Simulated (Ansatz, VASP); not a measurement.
Rh: VASP beside Ansatz

INCAR

```
SYSTEM = Rh
PREC = Accurate
ENCUT = 530
EDIFF = 1E-6
ISMEAR = -1
SIGMA = 0.15
LREAL = .False.
LASPH = .True.
NELM = 200
ALGO = Normal
ISIF = 2
LWAVE = .False.
LCHARG = .False.
MAGMOM = 0 0 0
LORBIT = 11
LSORBIT = .True.
GGA_COMPAT = .False.
LORBMOM = .True.
LMAXMIX = 4
GGA = PE
NBANDS = 28
```

File KPOINTS:

```
Automatic mesh
0
Gamma
  4 4 4
  0 0 0
```

The input POSCAR:

```
Rh
1.0
    0.0000000000      1.9129000000      1.9129000000
    1.9129000000      0.0000000000      1.9129000000
    1.9129000000      1.9129000000      0.0000000000
Rh
1
Direct
    0.0000000000      0.0000000000      0.0000000000
```

Input for Ansatz:

```yaml
crystal:
  lattice:
    - [0, 1.9129, 1.9129]
    - [1.9129, 0, 1.9129]
    - [1.9129, 1.9129, 0]
  atoms:
    - { symbol: Rh, position: [0, 0, 0] }
kpoints:
  mp_grid: { grid: [4, 4, 4] }
hamiltonian:
  xc: pbe
  pseudopotentials:
    kind: paw_fr
    azcp:
      Rh: "pseudopotentials/pbe/paw/ansatz_paw_generated_hard_1/Rh.paw.azcp"
scf:
  occupations: { method: fermi_dirac, width: 0.15 }
  convergence: { dr2_threshold: "1e-9 eV" }
  max_iter: 300
output:
  forces: true
  stress: true
  eigenvalues: true
magnetization:
  noncollinear: true
  spin_orbit: true
```

Alike in both runs: task single point; functional PBE; k mesh 4 × 4 × 4; occupations fermi-dirac, width 0.15 eV; non-collinear spin, spin-orbit coupling.

```csv
,VASP,Ansatz
version,VASP 6.6.1,Ansatz 0.2.0 development build
potentials or method,"VASP PAW PBE potentials, release 64 (Rh_sv_GW)","plane waves, PAW datasets (generated hard set"
plane-wave cutoff (eV),530,700
valence electrons in the cell,17,17
```

```tsv
	VASP	Ansatz	Ansatz less VASP
net moment per atom (μB)	0.00	0.00	0.000
```

Ansatz's warnings: stress scf threshold loose.

The k mesh is coarse, so the values compare programs but aren't converged.
